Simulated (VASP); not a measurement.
# GaN (P1) in VASP: relaxation of cell and atoms with PBE

Aim: the relaxation of cell and atoms of GaN with PBE.

Program: VASP 6.6.1. These are calculated values, not measurements. Logs are shortened: lines on timing, memory, paths and dates and some standing lists are left out, and cuts for length are marked.

### Step 1. The cell of the first run

The typed cell holds 8 atoms: a = 3.154 Å, b = 3.258 Å, c = 10.536 Å, α = 90.31°, β = 90.22°, γ = 118.98°.

### Step 2. Relaxation of cell and atoms, PBE

Input file INCAR:

```
PREC = Accurate
ENCUT = 600
EDIFF = 1E-6
ISMEAR = 0
SIGMA = 0.1
LREAL = False
LASPH = True
NELM = 100
ALGO = Normal
ISIF = 3
LWAVE = False
LCHARG = False
GGA = PE
IBRION = 2
NSW = 80
EDIFFG = -0.025
```

Input file KPOINTS:

```
regular mesh
0
Gamma
  6 6 2
```

Input file POSCAR:

```
GaN
1.0
    3.1538753102     -0.0008346147     -0.0062437477
   -1.5776604527      2.8505884430     -0.0086571984
   -0.0203431530     -0.0443152674     10.5354131516
Ga N
4 4
Direct
    0.3457135200      0.6691709453      0.4996889068
    0.3356355570      0.6794818950      1.0037967001
    0.6680627825      0.3272143140      0.2493607961
    0.6437815612      0.3266070706      0.7491990390
    0.3036715878      0.6638165053      0.1862398777
    0.3664622378      0.6904691795      0.6816149809
    0.6806363579      0.3351348220      0.4402757219
    0.6560363958      0.3081052683      0.9398239776
```

Potentials or basis: VASP PAW PBE potentials, release 64 (Ga_d, N).

Launch:

```sh
cat potpaw_PBE.64/Ga_d/POTCAR potpaw_PBE.64/N/POTCAR > POTCAR
mpirun -np 1 vasp_std > vasp.out
```

OUTCAR:

```text
PREC = Accurate
   ENCUT = 600
   EDIFF = 1E-6
   ISMEAR = 0
   LREAL = False
   LASPH = True
   NELM = 100
   ISIF = 3
   GGA = PE
   IBRION = 2
   NSW = 80
   EDIFFG = -0.025

 ion  position               nearest neighbor table
   1  0.346  0.669  0.500-   6 1.92   7 1.94   7 1.95   7 2.00
   2  0.336  0.679  0.004-   8 1.92   5 1.92   8 1.99   8 2.03
   3  0.668  0.327  0.249-   5 1.88   5 2.00   7 2.01   5 2.05
   4  0.644  0.327  0.749-   6 1.92   6 1.95   8 2.01   6 2.12
   5  0.304  0.664  0.186-   3 1.88   2 1.92   3 2.00   3 2.05
   6  0.366  0.690  0.682-   1 1.92   4 1.92   4 1.95   4 2.12
   7  0.681  0.335  0.440-   1 1.94   1 1.95   1 2.00   3 2.01
   8  0.656  0.308  0.940-   2 1.92   2 1.99   4 2.01   2 2.03

  LATTYP: Found a triclinic cell.
 ALAT       =     3.2566504567
 B/A-ratio  =     0.9684433878
 C/A-ratio  =     3.2350803790
 COS(alpha) =     0.0039094745
 COS(beta)  =     0.0091907775
 COS(gamma) =     0.4837753087

  Lattice vectors:

 A1 = (   1.5762148575,   2.8497538283,  -0.0149009461)
 A2 = (   3.1538753102,  -0.0008346147,  -0.0062437477)
 A3 = (   0.0203431530,   0.0443152674, -10.5354131516)

Analysis of symmetry for initial positions (statically):
=====================================================================
 Subroutine PRICEL returns:
 Original cell was already a primitive cell.

 Routine SETGRP: Setting up the symmetry group for a
 triclinic supercell.

 Subroutine GETGRP returns: Found  1 space group operations
 (whereof  1 operations were pure point group operations)
 out of a pool of  2 trial point group operations.

The static configuration has the point symmetry C_1 .

Analysis of symmetry for dynamics (positions and initial velocities):
=====================================================================
 Subroutine PRICEL returns:
 Original cell was already a primitive cell.

 Routine SETGRP: Setting up the symmetry group for a
 triclinic supercell.

 Subroutine GETGRP returns: Found  1 space group operations
 (whereof  1 operations were pure point group operations)
 out of a pool of  2 trial point group operations.

The dynamic configuration has the point symmetry C_1 .

 Subroutine INISYM returns: Found  1 space group operations
 (whereof  1 operations are pure point group operations),
 and found     1 'primitive' translations

----------------------------------------------------------------------------------------

                                     Primitive cell

  volume of cell :      94.7017

  direct lattice vectors                    reciprocal lattice vectors
     3.153875310 -0.000834615 -0.006243748     0.317119360  0.175514065  0.001350603
    -1.577660453  2.850588443 -0.008657198     0.000095771  0.350862249  0.001476022
    -0.020343153 -0.044315267 10.535413152     0.000188018  0.000392329  0.094919981

  length of vectors
     3.153881601  3.258057999 10.535525994     0.362452341  0.350865367  0.094920978

  position of ions in fractional coordinates (direct lattice)
     0.345713520  0.669170945  0.499688907
     0.335635557  0.679481895  0.003796700
     0.668062783  0.327214314  0.249360796
     0.643781561  0.326607071  0.749199039
     0.303671588  0.663816505  0.186239878
     0.366462238  0.690469179  0.681614981
     0.680636358  0.335134822  0.440275722
     0.656036396  0.308105268  0.939823978

  ion indices of the primitive-cell ions
   primitive index   ion index
                 1           1
                 2           2
                 3           3
                 4           4
                 5           5
                 6           6
                 7           7
                 8           8

----------------------------------------------------------------------------------------

 KPOINTS: regular mesh

Automatic generation of k-mesh.
 Grid dimensions read from file:
 generate k-points for:    6    6    2

 Generating k-lattice:

  Cartesian coordinates                     Fractional coordinates (reciprocal lattice)
     0.052853227  0.029252344  0.000225100     0.166666667  0.000000000  0.000000000
     0.000015962  0.058477042  0.000246004    -0.000000000  0.166666667 -0.000000000
     0.000094009  0.000196165  0.047459990     0.000000000  0.000000000  0.500000000

  Length of vectors
     0.060408724  0.058477561  0.047460489

  Shift w.r.t. Gamma in fractional coordinates (k-lattice)
     0.000000000  0.000000000  0.000000000

 Subroutine IBZKPT returns following result:
 ===========================================

 Found     40 irreducible k-points:

 Following reciprocal coordinates:
            Coordinates               Weight
  0.000000  0.000000  0.000000      1.000000
  0.166667 -0.000000 -0.000000      2.000000
  0.333333 -0.000000 -0.000000      2.000000
  0.500000  0.000000  0.000000      1.000000
 -0.000000  0.166667 -0.000000      2.000000
  0.166667  0.166667  0.000000      2.000000
[... 16 lines left out ...]
  0.333333 -0.000000  0.500000      2.000000
  0.500000  0.000000  0.500000      1.000000
 [... further k-points ...]
   k-points           NKPTS =     40   k-points in BZ     NKDIM =     40   number of bands    NBANDS=     43
   number of dos      NEDOS =    301   number of ions     NIONS =      8
   total plane-waves  NPLWV =  65856
   dimension x,y,z NGX =    28 NGY =   28 NGZ =   84
   dimension x,y,z NGXF=    56 NGYF=   56 NGZF=  168
   ions per type =               4   4
   NGX,Y,Z   is equivalent  to a cutoff of  14.76, 14.29, 13.25 a.u.
   NGXF,Y,Z  is equivalent  to a cutoff of  29.52, 28.57, 26.51 a.u.
 SYSTEM =  unknown system
   PREC   = accura    normal or accurate (medium, high low for compatibility)
   ISTART =      0    job   : 0-new  1-cont  2-samecut
   ICHARG =      2    charge: 1-file 2-atom 10-const
   ISPIN  =      1    spin polarized calculation?
   LNONCOLLINEAR =      F non collinear calculations
   LSORBIT =      F    spin-orbit coupling
   LASPH  =      T    aspherical Exc in radial PAW
   ENCUT  =  600.0 eV  44.10 Ry    6.64 a.u.   6.30  6.51 21.04*2*pi/ulx,y,z
   NELM   =    100;   NELMIN=  2; NELMDL= -5     # of ELM steps
   EDIFF  = 0.1E-05   stopping-criterion for ELM
   LREAL  =      F    real-space projection
   EDIFFG = -.3E-01   stopping-criterion for IOM
   NSW    =     80    number of steps for IOM
   IBRION =      2    ionic relax: 0-MD 1-quasi-New 2-CG
   NFREE  =      1    steps in history (QN), initial steepest desc. (CG)
   ISIF   =      3    stress and relaxation
   ISYM   =      2    0-nonsym 1-usesym 2-fastsym
   POTIM  = 0.5000    time-step for ionic-motion
   TEBEG  =    0.0;   TEEND  =   0.0 temperature during run
   PSTRESS=    0.0 pullay stress
   NELECT =      72.0000    total number of electrons
   NUPDOWN=      -1.0000    fix difference up-down
   EMIN   =  10.00;   EMAX   =-10.00  energy-range for DOS
   EFERMI =   0.00;   METHOD = LEGACY
   ISMEAR =     0;   SIGMA  =   0.10  broadening in eV -4-tet -1-fermi 0-gaus
   EFERMI_NEDOS =   21; number of points for ismear=-14 and -15
   IALGO  =     38    algorithm
   IMIX   =      4    mixing-type and parameters
     AMIX     =   0.40;   BMIX     =  1.00
     AMIX_MAG =   1.60;   BMIX_MAG =  1.00
  volume/ion in A,a.u.               =      11.84        79.88
  Fermi-wavevector in a.u.,A,eV,Ry     =   1.494169  2.823570 30.375566  2.232541
  Thomas-Fermi vector in A             =   2.606476
   LORBIT       =      0    0 simple, 1 ext, 2 COOP (PROOUT), +10 PAW based schemes
   GGA     = PE    functional components
   LHFCALC =     F    Hartree Fock is set to
   AEXX    =    0.0000 exact exchange contribution
   IVDW    =     0    specifies the selected vdW correction
   LEPSILON=     F    determine dielectric tensor
   LRPA    =     F    only Hartree local field effects (RPA)
 conjugate gradient relaxation of ions
 non-spin polarized calculation
 Gauss-broadening in eV      SIGMA  =   0.10
  energy-cutoff  :      600.00
  volume of cell :       94.70
 maximum number of plane-waves:      3189
 NGX is ok and might be reduce to    28
   NGX = 13   NGY = 13   NGZ = 43

--------------------------------------- Ionic step        1  -------------------------------------------

 number of electron      72.0000002 magnetization

 Free energy of the ion-electron system (eV)
  ---------------------------------------------------
  ext. energy  EPLUGINS =         0.00000000
  ---------------------------------------------------
  free energy    TOTEN  =       -48.32062302 eV

  energy without entropy =      -48.32062302  energy(sigma->0) =      -48.32062302

------------------------ aborting loop because EDIFF is reached ----------------------------------------

  FORCE on cell =-STRESS in cart. coord.  units (eV):
  Direction    XX          YY          ZZ          XY          YZ          ZX
  --------------------------------------------------------------------------------------
  -------------------------------------------------------------------------------------
  Total        2.0819583     -2.5493856     -0.1246060      0.4383749      0.1666119      0.0835224
  in kB       35.2228767    -43.1308813     -2.1081020      7.4164913      2.8187642      1.4130441
  external PRESSURE =      -3.3387022 kB  Pullay stress =       0.0000000 kB
[... 107 lines left out ...]
  FREE ENERGIE OF THE ION-ELECTRON SYSTEM (eV)
  ---------------------------------------------------
  free  energy   TOTEN  =       -48.5984072242 eV

  energy  without entropy=      -48.5984072242  energy(sigma->0) =      -48.59840722

[... ionic steps 4 to 13 ...]

--------------------------------------- Ionic step       14  -------------------------------------------

 number of electron      72.0000004 magnetization

------------------------ aborting loop because EDIFF is reached ----------------------------------------

  FORCE on cell =-STRESS in cart. coord.  units (eV):
  Direction    XX          YY          ZZ          XY          YZ          ZX
  --------------------------------------------------------------------------------------
  -------------------------------------------------------------------------------------
  Total       -0.0660867     -0.0472214     -0.0866720     -0.0185975     -0.0038058     -0.0123207
  in kB       -1.1256042     -0.8042854     -1.4762183     -0.3167576     -0.0648207     -0.2098493
  external PRESSURE =      -1.1353693 kB  Pullay stress =       0.0000000 kB
[... 69 lines left out ...]
  energy  without entropy=      -48.6531701783  energy(sigma->0) =      -48.65317018

--------------------------------------- Ionic step       16  -------------------------------------------

 number of electron      72.0000004 magnetization

 Free energy of the ion-electron system (eV)
  ---------------------------------------------------
  ext. energy  EPLUGINS =         0.00000000
  ---------------------------------------------------
  free energy    TOTEN  =       -48.65332558 eV

  energy without entropy =      -48.65332558  energy(sigma->0) =      -48.65332558

 E-fermi :   5.5104     XC(G=0): -11.5168

 val. band max:        5.0178045386   @ k =   0.0000   0.0000   0.0000
 cond. band min:       6.7339336741   @ k =   0.0000   0.0000   0.0000
 fundamental gap:      1.7161291355
 Fermi energy:         5.5103507703

 k-point     1 :       0.0000    0.0000    0.0000
  band No.  band energies     occupation
      1     -10.7242      2.00000
      2     -10.2074      2.00000
      3     -10.2022      2.00000
      4      -9.8998      2.00000
      5      -8.4078      2.00000
      6      -8.3933      2.00000
[... 1093 lines left out ...]
     42      12.3915      0.00000
     43      12.6279      0.00000

 [... further k-points ...]

------------------------ aborting loop because EDIFF is reached ----------------------------------------

  FORCE on cell =-STRESS in cart. coord.  units (eV):
  Direction    XX          YY          ZZ          XY          YZ          ZX
  --------------------------------------------------------------------------------------
  -------------------------------------------------------------------------------------
  Total        0.0357338     -0.0158800      0.0150485      0.0086556      0.0082690      0.0079243
  in kB        0.6089099     -0.2705986      0.2564288      0.1474929      0.1409058      0.1350310
  external PRESSURE =       0.1982467 kB  Pullay stress =       0.0000000 kB
[... 23 lines left out ...]
  FREE ENERGIE OF THE ION-ELECTRON SYSTEM (eV)
  ---------------------------------------------------
  free  energy   TOTEN  =       -48.6533255756 eV

  energy  without entropy=      -48.6533255756  energy(sigma->0) =      -48.65332558

 reached required accuracy - stopping structural energy minimisation
```

Run time: 23 min. Hardware: 1 thread of AMD EPYC 9R45 (Zen 5), shared host; peak memory 0.31 GiB.

Results:

| Item | Value |
| --- | --- |
| Free energy | -48.6533 eV |
| Relaxed volume | 11.75 Å³/atom |
| Relaxed cell | a = 3.218 Å, b = 3.219 Å, c = 10.484 Å, α = 90.00°, β = 90.00°, γ = 120.00° |
| Space group after relaxing (to 0.1 Å) | P6_3mc (No. 186) |
| Energy gained by relaxing | 41.6 meV/atom |
| Ionic steps | 16 |
| Pressure after relaxing | 0.0 GPa |
| Largest force after relaxing | 0.021 eV/Å |
| Band gap on the k mesh | 1.72 eV |

Forces on the atoms (eV/Å):
```
Ga   0.003 -0.001  0.007
Ga   0.013 -0.003  0.008
Ga  -0.005  0.007 -0.014
Ga   0.000  0.005 -0.009
N    0.004  0.007  0.010
N   -0.019 -0.007 -0.007
N   -0.004 -0.011  0.001
N    0.007  0.002  0.003
```

Step by step:
| step | energy change (eV) | largest force (eV/Å) | pressure (GPa) | volume (Å³) |
| --- | --- | --- | --- | --- |
| 1 | 0.0000 | 1.5172 | -0.33 | 94.70 |
| 2 | -0.2777 | 0.7132 | -0.47 | 94.34 |
| 3 | -0.2778 | 0.6903 | -0.48 | 94.35 |
| 4 | -0.3186 | 0.2399 | 0.41 | 93.81 |
| 5 | -0.3192 | 0.2264 | 0.26 | 93.87 |
| 6 | -0.3272 | 0.0837 | -0.10 | 94.07 |
| 7 | -0.3274 | 0.1106 | -0.18 | 94.11 |
| 8 | -0.3293 | 0.0664 | 0.07 | 93.97 |
| 9 | -0.3294 | 0.0757 | 0.15 | 93.94 |
| 10 | -0.3306 | 0.0538 | -0.04 | 94.03 |
| 11 | -0.3310 | 0.0764 | -0.19 | 94.09 |
| 12 | -0.3319 | 0.0441 | 0.13 | 93.96 |
| 13 | -0.3321 | 0.0502 | 0.26 | 93.89 |
| 14 | -0.3325 | 0.0369 | -0.11 | 94.07 |
| 15 | -0.3325 | 0.0382 | -0.08 | 94.06 |
| 16 | -0.3327 | 0.0208 | 0.02 | 94.02 |

Final structure:
```cif
data_structure
_symmetry_space_group_name_H-M 'P 1'
_symmetry_Int_Tables_number 1
_cell_length_a 3.2177
_cell_length_b 3.2185
_cell_length_c 10.4841
_cell_angle_alpha 90.002
_cell_angle_beta 90.002
_cell_angle_gamma 120.005
_cell_volume 94.02
loop_
_atom_site_label
_atom_site_type_symbol
_atom_site_fract_x
_atom_site_fract_y
_atom_site_fract_z
_atom_site_occupancy
Ga1 Ga 0.33437 0.66760 0.49957 1
Ga2 Ga 0.33162 0.66643 0.99951 1
Ga3 Ga 0.66572 0.33216 0.24960 1
Ga4 Ga 0.66809 0.33371 0.74961 1
N1 N 0.33224 0.66552 0.18787 1
N2 N 0.33526 0.66732 0.68798 1
N3 N 0.66767 0.33427 0.43794 1
N4 N 0.66503 0.33300 0.93791 1
```
